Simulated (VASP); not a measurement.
A run of VASP 6.6.1:

INCAR

```
SYSTEM = C32NO
PREC = Accurate
ENCUT = 520
EDIFF = 1E-7
ISMEAR = -1
SIGMA = 0.05
LREAL = Auto
LASPH = .True.
NELM = 150
ALGO = Normal
ISIF = 2
LWAVE = .False.
LCHARG = .False.
ISPIN = 2
MAGMOM = 0 0 0 0 0 0 0 0 0 0 0 0 0 0 0 0 0 0 0 0 0 0 0 0 0 0 0 0 0 0 0 0 1 0
LORBIT = 11
GGA = CA
NBANDS = 96
```

KPOINTS

```
regular mesh
0
Gamma
  1 1 1
  0 0 0
```

POSCAR

```
C32NO
1.0
    9.8640000000      0.0000000000      0.0000000000
   -4.9320000000      8.5424750000      0.0000000000
    0.0000000000      0.0000000000     11.0000000000
C N O
32 1 1
Direct
   -0.0030826852     -0.0039774505      0.0858483735
    0.1635818155      0.0793575033      0.0858414217
   -0.0031202499      0.2460012490      0.0851691778
    0.1636116217      0.3293916925      0.0853521630
   -0.0030454988      0.4960867306      0.0855826527
    0.1635599740      0.5793662258      0.0856101937
   -0.0030794656      0.7460463279      0.0859002543
    0.1635752973      0.8293669778      0.0858977613
    0.2469082792     -0.0039704810      0.0859044330
    0.4135751277      0.0793817323      0.0858832744
    0.2469194960      0.2460502950      0.0856748750
    0.4136000036      0.3293938602      0.0858354844
    0.2469158414      0.4960987285      0.0855362530
    0.4135644142      0.5793943714      0.0857635980
    0.2468929847      0.7460213513      0.0858287493
    0.4135619964      0.8293702308      0.0858804381
    0.4968915581     -0.0039662127      0.0858877356
    0.6635508297      0.0793659471      0.0858199722
    0.4969165013      0.2460581909      0.0858813038
    0.6635711686      0.3293936116      0.0858457466
    0.4969160893      0.4960573272      0.0858443191
    0.6635842374      0.5793870838      0.0858967466
    0.4969037334      0.7460546374      0.0858750954
    0.6635620344      0.8293791569      0.0859046315
    0.7468768034     -0.0039724126      0.0858302449
    0.9135816219      0.0793914178      0.0856375748
    0.7469003618      0.2460561001      0.0856982162
    0.9135608410      0.3294049611      0.0854478893
    0.7469202022      0.4960554707      0.0858648969
    0.9136045045      0.5793857404      0.0858067994
    0.7469136958      0.7460539071      0.0859057908
    0.9135884391      0.8293741029      0.0859210313
    0.0679083572      0.3740669872      0.3341157494
    0.0301398686      0.2633406383      0.3903983530
```

Potentials or basis: VASP PAW LDA potentials, release 64 (C, N, O).

Run with:

```sh
$ cat potpaw_LDA.64/C/POTCAR potpaw_LDA.64/N/POTCAR potpaw_LDA.64/O/POTCAR > POTCAR
$ mpirun -np 1 vasp_gam > vasp.out
```

Hardware: 1 thread of AMD EPYC 7R13, on a shared host.

How long does it take, and how much memory?

Wall time 16 min on 1 thread of AMD EPYC 7R13, with other jobs on the host, peak memory 0.83 GiB. Counts: scf iterations 34, k points 1.
